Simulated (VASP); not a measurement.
# C in VASP: further runs, part 2 of 2

VASP 6.6.1. Earlier steps stand in the parts before.

**3. Single point, PBEsol-based global hybrid with 25 % exact exchange**

This run uses another cell than the first one, of 5.79 Å³/atom.

File POSCAR:

```
C
1.0
    0.0000000000      1.7951807415      1.7951807415
    1.7951807415      0.0000000000      1.7951807415
    1.7951807415      1.7951807415      0.0000000000
C
2
Direct
    0.7500000000      0.7500000000      0.7500000000
    0.5000000000      0.5000000000      0.5000000000
```

File INCAR.step1:

```
SYSTEM = C
PREC = Accurate ; ENCUT = 520
EDIFF = 1E-5 ; ISMEAR = -1
SIGMA = 0.05 ; LREAL = .False.
LASPH = .True. ; NELM = 60
ALGO = Normal ; ISIF = 2
LWAVE = .True. ; NBANDS = 11
GGA = PE
```

File INCAR.step2:

```
SYSTEM = C
PREC = Accurate ; ENCUT = 520
EDIFF = 1E-6 ; ISMEAR = -1
SIGMA = 0.05 ; LREAL = .False.
LASPH = .True. ; NELM = 60
ALGO = Normal ; ISIF = 2
LWAVE = .False. ; LCHARG = .True.
GGA = PS ; LHFCALC = .True.
AEXX = 0.25 ; PRECFOCK = Normal
LELF = .True. ; LVHAR = .True.
NBANDS = 11 ; ISTART = 1
```

File KPOINTS:

```
Automatic mesh
0
Gamma
  7 7 7
  0 0 0
```

Potentials or basis: VASP PAW PBE potentials, release 64 (C).

The run is started by

```bash
$ cat potpaw_PBE.64/C/POTCAR > POTCAR
$ cp INCAR.step1 INCAR
$ mpirun -np 1 vasp_std > vasp.out
$ cp INCAR.step2 INCAR
$ mpirun -np 1 vasp_std > vasp.out
```

OUTCAR:

```text
SYSTEM = C
   PREC = Accurate
   ENCUT = 520
   EDIFF = 1E-6
   ISMEAR = -1
   LREAL = .False.
   LASPH = .True.
   NELM = 60
   ISIF = 2
   GGA = PS
   LHFCALC = .True.
   AEXX = 0.25
   PRECFOCK = Normal
   ISTART = 1

 ion  position               nearest neighbor table
   1  0.750  0.750  0.750-   2 1.55   2 1.55   2 1.55   2 1.55
   2  0.500  0.500  0.500-   1 1.55   1 1.55   1 1.55   1 1.55

  LATTYP: Found a face centered cubic cell.
 ALAT       =     3.5903614830

  Lattice vectors:

 A1 = (   0.0000000000,   1.7951807415,   1.7951807415)
 A2 = (   1.7951807415,   0.0000000000,   1.7951807415)
 A3 = (   1.7951807415,   1.7951807415,   0.0000000000)

Analysis of symmetry for initial positions (statically):
=====================================================================
 Subroutine PRICEL returns:
 Original cell was already a primitive cell.

 Routine SETGRP: Setting up the symmetry group for a
 face centered cubic supercell.

 Subroutine GETGRP returns: Found 48 space group operations
 (whereof 24 operations were pure point group operations)
 out of a pool of 48 trial point group operations.

The static configuration has the point symmetry T_d .
 The point group associated with its full space group is O_h .

Analysis of symmetry for dynamics (positions and initial velocities):
=====================================================================
 Subroutine PRICEL returns:
 Original cell was already a primitive cell.

 Routine SETGRP: Setting up the symmetry group for a
 face centered cubic supercell.

 Subroutine GETGRP returns: Found 48 space group operations
 (whereof 24 operations were pure point group operations)
 out of a pool of 48 trial point group operations.

The dynamic configuration has the point symmetry T_d .
 The point group associated with its full space group is O_h .

[... 122 lines left out ...]
   NKREDX  =     1    reduce k-point grid by
   NKREDY  =     1    reduce k-point grid by
   NKREDZ  =     1    reduce k-point grid by
   AEXX    =    0.2500 exact exchange contribution
   HFSCREEN=    0.0000 screening length (either q_TF or 0.3 A-1)
   HFSCREENC=   0.0000 screening length for correlation (either q_TF or 0.3 A-1)
   ENCUTFOCK=  -1.0 apply spherical cutoff to Coloumb kernel
   IVDW    =     0    specifies the selected vdW correction
   LEPSILON=     F    determine dielectric tensor
   LRPA    =     F    only Hartree local field effects (RPA)
 non-spin polarized calculation
  energy-cutoff  :      520.00
  volume of cell :       11.57
 maximum number of plane-waves:       331
  NGX = 16; NGY = 16; NGZ = 16

 number of electron       8.0000000 magnetization

 Free energy of the ion-electron system (eV)
  ---------------------------------------------------
  ext. energy  EPLUGINS =         0.00000000
  ---------------------------------------------------
  free energy    TOTEN  =       -22.86395196 eV

  energy without entropy =      -22.86395196  energy(sigma->0) =      -22.86395196

 E-fermi :   9.4805     XC(G=0): -10.4568

 val. band max:        8.4198411102   @ k =   0.0000   0.0000   0.0000
 cond. band min:      14.4524835629   @ k =   0.4286   0.4286   0.0000
 fundamental gap:      6.0326424527
 Fermi energy:         9.4804762435

 k-point     1 :       0.0000    0.0000    0.0000
  band No.  band energies     occupation
      1     -14.9004      2.00000
      2       8.4198      2.00000
      3       8.4198      2.00000
      4       8.4198      2.00000
      5      16.0490      0.00000
      6      16.0490      0.00000
      7      16.0490      0.00000
      8      24.0286      0.00000
      9      29.5695      0.00000
     10      37.2453      0.00000
     11      37.2453      0.00000
[... 253 lines left out ...]
 k-point    20 :      -0.2857    0.4286    0.1429
  band No.  band energies     occupation
      1      -5.8551      2.00000
      2      -4.0187      2.00000
      3      -1.4208      2.00000
      4       1.3183      2.00000
      5      18.5624      0.00000
      6      22.4144      0.00000
      7      23.7164      0.00000
      8      24.5154      0.00000
      9      30.1455      0.00000
     10      33.9275      0.00000
     11      38.6037      0.00000

------------------------ aborting loop because EDIFF is reached ----------------------------------------

  FORCE on cell =-STRESS in cart. coord.  units (eV):
  Direction    XX          YY          ZZ          XY          YZ          ZX
  --------------------------------------------------------------------------------------
  -------------------------------------------------------------------------------------
  Total       -1.4482806     -1.4482806     -1.4482806      0.0000000      0.0000000     -0.0000000
  in kB     -200.5435723   -200.5435723   -200.5435723      0.0000000      0.0000000     -0.0000000
  external PRESSURE =    -200.5435723 kB  Pullay stress =       0.0000000 kB

 VOLUME and BASIS-vectors are now :
 -----------------------------------------------------------------------------
  energy-cutoff  :      520.00
  volume of cell :       11.57
      direct lattice vectors                 reciprocal lattice vectors
     0.000000000  1.795180742  1.795180742    -0.278523487  0.278523487  0.278523487
     1.795180742  0.000000000  1.795180742     0.278523487 -0.278523487  0.278523487
     1.795180742  1.795180742  0.000000000     0.278523487  0.278523487 -0.278523487

 POSITION                                       TOTAL-FORCE (eV/Angst)
 -----------------------------------------------------------------------------------
      2.69277      2.69277      2.69277        -0.000000      0.000000      0.000000
      1.79518      1.79518      1.79518         0.000000     -0.000000     -0.000000
 -----------------------------------------------------------------------------------
    total drift:                               -0.000000      0.000000     -0.000000

  FREE ENERGIE OF THE ION-ELECTRON SYSTEM (eV)
  ---------------------------------------------------
  free  energy   TOTEN  =       -22.8639519567 eV

  energy  without entropy=      -22.8639519567  energy(sigma->0) =      -22.86395196
```

Run time: 5 min. Hardware: 1 thread of AMD EPYC 7R13 (Zen 3), shared host; peak memory 0.1 GiB.

Results:

| Property | Result |
| --- | --- |
| Free energy | -22.8640 eV |
| Pressure | -20.1 GPa |
| Band gap on the k mesh | 6.03 eV (least direct gap 7.63 eV) |

Levels at points of the mesh, in eV from the valence-band top:
```tsv
k point	band 1	band 2	band 3	band 4	band 5	band 6	band 7	band 8	band 9
(0.00, 0.00, 0.00)	-23.32	0.00	0.00	0.00	7.63	7.63	7.63	15.61	21.15
```

Caveat: the k points lie up to 0.43 Å⁻¹ apart; the PAW data sets were made with another functional, which shifts forces and pressure a little; an odd mesh through Γ misses points on the zone boundary, where band edges can lie.
